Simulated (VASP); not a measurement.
# ScAg3 (Fm-3m) in VASP: notebook

The runs below take ScAg3 through single point, relaxation of cell and atoms, with LDA.

Program: VASP 6.6.1. These are calculated values, not measurements. Logs are shortened: lines on timing, memory, paths and dates and some standing lists are left out, and cuts for length are marked.

### 1 The cell of the first run

The structure is cubic, space group Fm-3m (No. 225). Conventional cell: a = 6.479 Å, b = 6.479 Å, c = 6.479 Å, α = 90.00°, β = 90.00°, γ = 90.00°. Sc (site symmetry m-3m) has 14 Ag at 2.81 to 3.24 Å within 3.7 Å. Ag (site symmetry m-3m) has 8 Ag at 2.81 Å and 6 Sc at 3.24 Å within 3.7 Å. Ag (site symmetry -43m) has 4 Sc at 2.81 Å and 10 Ag at 2.81 to 3.24 Å within 3.7 Å.

### 2 Single point, LDA

Input file INCAR:

```
  PREC = Accurate
  ENCUT = 500
  EDIFF = 1E-6
  ISMEAR = 1
  SIGMA = 0.05
  LREAL = False
  LASPH = True
  NELM = 120
  ALGO = Normal
  ISIF = 2
  LWAVE = False
  LCHARG = False
  NBANDS = 30
  GGA_COMPAT = False
```

Input file KPOINTS:

```
regular mesh
0
Gamma
  5 5 5
```

Input file POSCAR:

```
ScAg3
1.0
    0.0000000000      3.2395244934      3.2395244934
    3.2395244934      0.0000000000      3.2395244934
    3.2395244934      3.2395244934      0.0000000000
Sc Ag
1 3
Direct
    0.0000000000      0.0000000000      0.0000000000
    0.5000000000      0.5000000000      0.5000000000
    0.2500000000      0.2500000000      0.2500000000
    0.7500000000      0.7500000000      0.7500000000
```

Potentials or basis: VASP PAW LDA potentials, release 64 (Sc_sv, Ag).

Command:

```console
$ cat potpaw_LDA.64/Sc_sv/POTCAR potpaw_LDA.64/Ag/POTCAR > POTCAR
$ mpirun -np 1 vasp_std > vasp.out
```

OUTCAR:

```text
PREC = Accurate
   ENCUT = 500
   EDIFF = 1E-6
   ISMEAR = 1
   LREAL = False
   LASPH = True
   NELM = 120
   ISIF = 2

 ion  position               nearest neighbor table
   1  0.000  0.000  0.000-   3 2.81   4 2.81   4 2.81   4 2.81   4 2.81   3 2.81   3 2.81   3 2.81
                             2 3.24   2 3.24   2 3.24   2 3.24   2 3.24   2 3.24
   2  0.500  0.500  0.500-   3 2.81   4 2.81   3 2.81   3 2.81   3 2.81   4 2.81   4 2.81   4 2.81
                             1 3.24   1 3.24   1 3.24   1 3.24   1 3.24   1 3.24
   3  0.250  0.250  0.250-   1 2.81   2 2.81   1 2.81   1 2.81   1 2.81   2 2.81   2 2.81   2 2.81
                             4 3.24   4 3.24   4 3.24   4 3.24   4 3.24   4 3.24
   4  0.750  0.750  0.750-   1 2.81   2 2.81   2 2.81   2 2.81   2 2.81   1 2.81   1 2.81   1 2.81
                             3 3.24   3 3.24   3 3.24   3 3.24   3 3.24   3 3.24

  LATTYP: Found a face centered cubic cell.
 ALAT       =     6.4790489868

  Lattice vectors:

 A1 = (   0.0000000000,   3.2395244934,   3.2395244934)
 A2 = (   3.2395244934,   0.0000000000,   3.2395244934)
 A3 = (   3.2395244934,   3.2395244934,   0.0000000000)

Analysis of symmetry for initial positions (statically):
=====================================================================
 Subroutine PRICEL returns:
 Original cell was already a primitive cell.

 Routine SETGRP: Setting up the symmetry group for a
 face centered cubic supercell.

 Subroutine GETGRP returns: Found 48 space group operations
 (whereof 48 operations were pure point group operations)
 out of a pool of 48 trial point group operations.

The static configuration has the point symmetry O_h .

Analysis of symmetry for dynamics (positions and initial velocities):
=====================================================================
 Subroutine PRICEL returns:
 Original cell was already a primitive cell.

 Routine SETGRP: Setting up the symmetry group for a
 face centered cubic supercell.

 Subroutine GETGRP returns: Found 48 space group operations
 (whereof 48 operations were pure point group operations)
 out of a pool of 48 trial point group operations.

The dynamic configuration has the point symmetry O_h .

 Subroutine INISYM returns: Found 48 space group operations
 (whereof 48 operations are pure point group operations),
 and found     1 'primitive' translations

----------------------------------------------------------------------------------------

                                     Primitive cell

  volume of cell :      67.9945

  direct lattice vectors                    reciprocal lattice vectors
     0.000000000  3.239524493  3.239524493    -0.154343639  0.154343639  0.154343639
     3.239524493  0.000000000  3.239524493     0.154343639 -0.154343639  0.154343639
     3.239524493  3.239524493  0.000000000     0.154343639  0.154343639 -0.154343639

  length of vectors
     4.581379474  4.581379474  4.581379474     0.267331025  0.267331025  0.267331025

  position of ions in fractional coordinates (direct lattice)
     0.000000000  0.000000000  0.000000000
     0.500000000  0.500000000  0.500000000
     0.250000000  0.250000000  0.250000000
     0.750000000  0.750000000  0.750000000

  ion indices of the primitive-cell ions
   primitive index   ion index
                 1           1
                 2           2
                 3           3
                 4           4

----------------------------------------------------------------------------------------

 KPOINTS: regular mesh

Automatic generation of k-mesh.
 Grid dimensions read from file:
 generate k-points for:    5    5    5

 Generating k-lattice:

  Cartesian coordinates                     Fractional coordinates (reciprocal lattice)
    -0.030868728  0.030868728  0.030868728     0.200000000  0.000000000  0.000000000
     0.030868728 -0.030868728  0.030868728     0.000000000  0.200000000  0.000000000
     0.030868728  0.030868728 -0.030868728     0.000000000  0.000000000  0.200000000

  Length of vectors
     0.053466205  0.053466205  0.053466205

  Shift w.r.t. Gamma in fractional coordinates (k-lattice)
     0.000000000  0.000000000  0.000000000

 Subroutine IBZKPT returns following result:
 ===========================================

 Found     10 irreducible k-points:

 Following reciprocal coordinates:
            Coordinates               Weight
  0.000000  0.000000  0.000000      1.000000
  0.200000  0.000000  0.000000      8.000000
  0.400000  0.000000  0.000000      8.000000
  0.200000  0.200000  0.000000      6.000000
  0.400000  0.200000  0.000000     24.000000
 -0.400000  0.200000  0.000000     24.000000
 -0.200000  0.200000  0.000000     12.000000
  0.400000  0.400000  0.000000      6.000000
 -0.400000  0.400000  0.000000     12.000000
 -0.400000  0.400000  0.200000     24.000000
   k-points           NKPTS =     10   k-points in BZ     NKDIM =     10   number of bands    NBANDS=     30
   number of dos      NEDOS =    301   number of ions     NIONS =      4
   total plane-waves  NPLWV =  46656
   dimension x,y,z NGX =    36 NGY =   36 NGZ =   36
   dimension x,y,z NGXF=    72 NGYF=   72 NGZF=   72
   ions per type =               1   3
   NGX,Y,Z   is equivalent  to a cutoff of  13.06, 13.06, 13.06 a.u.
   NGXF,Y,Z  is equivalent  to a cutoff of  26.13, 26.13, 26.13 a.u.
 SYSTEM =  unknown system
   PREC   = accura    normal or accurate (medium, high low for compatibility)
   ISTART =      0    job   : 0-new  1-cont  2-samecut
   ICHARG =      2    charge: 1-file 2-atom 10-const
   ISPIN  =      1    spin polarized calculation?
   LNONCOLLINEAR =      F non collinear calculations
   LSORBIT =      F    spin-orbit coupling
   LASPH  =      T    aspherical Exc in radial PAW
   ENCUT  =  500.0 eV  36.75 Ry    6.06 a.u.   8.35  8.35  8.35*2*pi/ulx,y,z
   NELM   =    120;   NELMIN=  2; NELMDL= -5     # of ELM steps
   EDIFF  = 0.1E-05   stopping-criterion for ELM
   LREAL  =      F    real-space projection
   EDIFFG = 0.1E-04   stopping-criterion for IOM
   NSW    =      0    number of steps for IOM
   IBRION =     -1    ionic relax: 0-MD 1-quasi-New 2-CG
   NFREE  =      0    steps in history (QN), initial steepest desc. (CG)
   ISIF   =      2    stress and relaxation
   ISYM   =      2    0-nonsym 1-usesym 2-fastsym
   POTIM  = 0.5000    time-step for ionic-motion
   TEBEG  =    0.0;   TEEND  =   0.0 temperature during run
   PSTRESS=    0.0 pullay stress
   NELECT =      44.0000    total number of electrons
   NUPDOWN=      -1.0000    fix difference up-down
   EMIN   =  10.00;   EMAX   =-10.00  energy-range for DOS
   EFERMI =   0.00;   METHOD = LEGACY
   ISMEAR =     1;   SIGMA  =   0.05  broadening in eV -4-tet -1-fermi 0-gaus
   EFERMI_NEDOS =   21; number of points for ismear=-14 and -15
   IALGO  =     38    algorithm
   IMIX   =      4    mixing-type and parameters
     AMIX     =   0.40;   BMIX     =  1.00
     AMIX_MAG =   1.60;   BMIX_MAG =  1.00
  volume/ion in A,a.u.               =      17.00       114.71
  Fermi-wavevector in a.u.,A,eV,Ry     =   1.416015  2.675880 27.281013  2.005098
  Thomas-Fermi vector in A             =   2.537393
   LORBIT       =      0    0 simple, 1 ext, 2 COOP (PROOUT), +10 PAW based schemes
   GGA     = CA    functional components
   LHFCALC =     F    Hartree Fock is set to
   AEXX    =    0.0000 exact exchange contribution
   IVDW    =     0    specifies the selected vdW correction
   LEPSILON=     F    determine dielectric tensor
   LRPA    =     F    only Hartree local field effects (RPA)
 non-spin polarized calculation
 Methfessel and Paxton  Order N= 1 SIGMA  =   0.05
  energy-cutoff  :      500.00
  volume of cell :       67.99
 maximum number of plane-waves:      1759
 NGX is ok and might be reduce to    36
   NGX = 17   NGY = 17   NGZ = 17

 number of electron      43.9999994 magnetization

 Free energy of the ion-electron system (eV)
  ---------------------------------------------------
  ext. energy  EPLUGINS =         0.00000000
  ---------------------------------------------------
  free energy    TOTEN  =       -18.91141435 eV

  energy without entropy =      -18.90801486  energy(sigma->0) =      -18.91028119

 E-fermi :   8.1341     XC(G=0): -12.4175

 val. band max:        8.1329070646   @ k =   0.4000   0.2000   0.0000
 cond. band min:       8.1350779842   @ k =  -0.4000   0.4000   0.0000
 fundamental gap:      0.0021709197
 Fermi energy:         8.1341306131

 k-point     1 :       0.0000    0.0000    0.0000
  band No.  band energies     occupation
      1     -41.2508      2.00000
      2     -20.2404      2.00000
      3     -20.2404      2.00000
      4     -20.2404      2.00000
      5       0.2667      2.00000
      6       1.5532      2.00000
[... 22 lines left out ...]
     29      14.1203      0.00000
     30      15.3615      0.00000

 k-point     2 :       0.2000    0.0000    0.0000
  band No.  band energies     occupation
      1     -41.2505      2.00000
      2     -20.2439      2.00000
      3     -20.2406      2.00000
      4     -20.2406      2.00000
      5       0.7567      2.00000
      6       1.7570      2.00000
[... 22 lines left out ...]
     29      14.1791      0.00000
     30      14.7275      0.00000

 k-point     3 :       0.4000    0.0000    0.0000
  band No.  band energies     occupation
      1     -41.2501      2.00000
      2     -20.2496      2.00000
      3     -20.2411      2.00000
      4     -20.2411      2.00000
      5       1.8562      2.00000
      6       2.1416      2.00000
[... 22 lines left out ...]
     29      13.5944      0.00000
     30      14.5938      0.00000

 k-point     4 :       0.2000    0.2000    0.0000
  band No.  band energies     occupation
      1     -41.2504      2.00000
      2     -20.2447      2.00000
      3     -20.2408      2.00000
      4     -20.2408      2.00000
      5       0.9163      2.00000
      6       1.7737      2.00000
[... 154 lines left out ...]
     29      13.7749      0.00000
     30      14.1592      0.00000

 k-point     9 :      -0.4000    0.4000    0.0000
  band No.  band energies     occupation
      1     -41.2498      2.00000
      2     -20.2496      2.00000
      3     -20.2436      2.00000
      4     -20.2415      2.00000
      5       1.6163      2.00000
      6       1.7038      2.00000
[... 22 lines left out ...]
     29      13.9448      0.00000
     30      15.4955      0.00000

 k-point    10 :      -0.4000    0.4000    0.2000
  band No.  band energies     occupation
      1     -41.2498      2.00000
      2     -20.2480      2.00000
      3     -20.2445      2.00000
      4     -20.2418      2.00000
      5       1.8373      2.00000
      6       1.8817      2.00000
[... 22 lines left out ...]
     29      15.3033      0.00000
     30      15.4964      0.00000

------------------------ aborting loop because EDIFF is reached ----------------------------------------

  FORCE on cell =-STRESS in cart. coord.  units (eV):
  Direction    XX          YY          ZZ          XY          YZ          ZX
  --------------------------------------------------------------------------------------
  -------------------------------------------------------------------------------------
  Total        0.1184654      0.1184654      0.1184654      0.0000000      0.0000000     -0.0000000
  in kB        2.7914396      2.7914396      2.7914396      0.0000000      0.0000000     -0.0000000
  external PRESSURE =       2.7914396 kB  Pullay stress =       0.0000000 kB

 VOLUME and BASIS-vectors are now :
 -----------------------------------------------------------------------------
  energy-cutoff  :      500.00
  volume of cell :       67.99
      direct lattice vectors                 reciprocal lattice vectors
     0.000000000  3.239524493  3.239524493    -0.154343639  0.154343639  0.154343639
     3.239524493  0.000000000  3.239524493     0.154343639 -0.154343639  0.154343639
     3.239524493  3.239524493  0.000000000     0.154343639  0.154343639 -0.154343639

 POSITION                                       TOTAL-FORCE (eV/Angst)
 -----------------------------------------------------------------------------------
      0.00000      0.00000      0.00000         0.000000      0.000000      0.000000
      3.23952      3.23952      3.23952         0.000000     -0.000000      0.000000
      1.61976      1.61976      1.61976         0.000000      0.000000     -0.000000
      4.85929      4.85929      4.85929        -0.000000     -0.000000     -0.000000
 -----------------------------------------------------------------------------------
    total drift:                                0.000000      0.000000      0.000000

  FREE ENERGIE OF THE ION-ELECTRON SYSTEM (eV)
  ---------------------------------------------------
  free  energy   TOTEN  =       -18.9114143542 eV

  energy  without entropy=      -18.9080148630  energy(sigma->0) =      -18.91028119
```

Wall time 36 s (1 thread of Intel Xeon 8259CL, shared host); peak memory 0.17 GiB.

Results:

```
Free energy            : -18.9114 eV
Pressure               : 0.3 GPa
Band gap on the k mesh : zero (bands 22 and 23 overlap by 1.09 eV)
```

### 3 Relaxation of cell and atoms, LDA

This run uses another cell than the first one, of 18.30 Å³/atom.

Input file INCAR:

```
SYSTEM = ScAg3
  PREC = Accurate
  ENCUT = 500
  EDIFF = 1E-7
  ISMEAR = 1
  SIGMA = 0.05
  LREAL = .False.
  LASPH = .True.
  NELM = 120
  ALGO = Normal
  ISIF = 3
  LWAVE = .False.
  LCHARG = .False.
  GGA = CA
  IBRION = 2
  NSW = 80
  EDIFFG = -0.03
  GGA_COMPAT = .False.
  NELMIN = 4
```

Input file KPOINTS:

```
Automatic mesh
0
Gamma
  5 5 5
  0 0 0
```

Input file POSCAR:

```
ScAg3
1.0
    0.0000000000      3.3200000000      3.3200000000
    3.3200000000      0.0000000000      3.3200000000
    3.3200000000      3.3200000000      0.0000000000
Sc Ag
1 3
Direct
    0.0000000000      0.0000000000      0.0000000000
    0.5000000000      0.5000000000      0.5000000000
    0.2500000000      0.2500000000      0.2500000000
    0.7500000000      0.7500000000      0.7500000000
```

Potentials or basis: VASP PAW LDA potentials, release 64 (Sc_sv, Ag).

Command:

```console
$ cat potpaw_LDA.64/Sc_sv/POTCAR potpaw_LDA.64/Ag/POTCAR > POTCAR
$ mpirun -np 1 vasp_std > vasp.out
```

Wall time 90 s (1 thread of Intel Xeon 8259CL, shared host); peak memory 0.19 GiB.

Results (log left out):

| Property | Result |
| --- | --- |
| Free energy | -18.9139 eV |
| Relaxed volume | 17.03 Å³/atom |
| Relaxed cell | a = 4.585 Å, b = 4.585 Å, c = 4.585 Å, α = 60.00°, β = 60.00°, γ = 60.00° |
| Space group after relaxing (to 0.1 Å) | Fm-3m (No. 225) |
| Energy gained by relaxing | 30.2 meV/atom |
| Ionic steps | 3 |
| Pressure after relaxing | 0.0 GPa |
| Band gap on the k mesh | zero (bands 22 and 23 overlap by 1.09 eV) |

The path:
| step | energy change (eV) | largest force (eV/Å) | pressure (GPa) | volume (Å³) |
| --- | --- | --- | --- | --- |
| 1 | 0.0000 | 0.0000 | -6.98 | 73.19 |
| 2 | -0.0631 | 0.0000 | 6.27 | 65.06 |
| 3 | -0.1208 | 0.0000 | -0.01 | 68.14 |

Final structure:
```yaml
crystal:
  lattice:
    - [0.00000, 3.24183, 3.24183]
    - [3.24183, 0.00000, 3.24183]
    - [3.24183, 3.24183, 0.00000]
  atoms:
    - { symbol: Sc, position: [0.00000, 0.00000, 0.00000] }
    - { symbol: Ag, position: [0.50000, 0.50000, 0.50000] }
    - { symbol: Ag, position: [0.25000, 0.25000, 0.25000] }
    - { symbol: Ag, position: [0.75000, 0.75000, 0.75000] }
```

Levels at points of the mesh, in eV from the Fermi level:
| k point | band 20 | band 21 | band 22 | band 23 | band 24 | band 25 |
| --- | --- | --- | --- | --- | --- | --- |
| (0.00, 0.00, 0.00) | -3.98 | 0.61 | 0.61 | 0.61 | 2.07 | 2.07 |
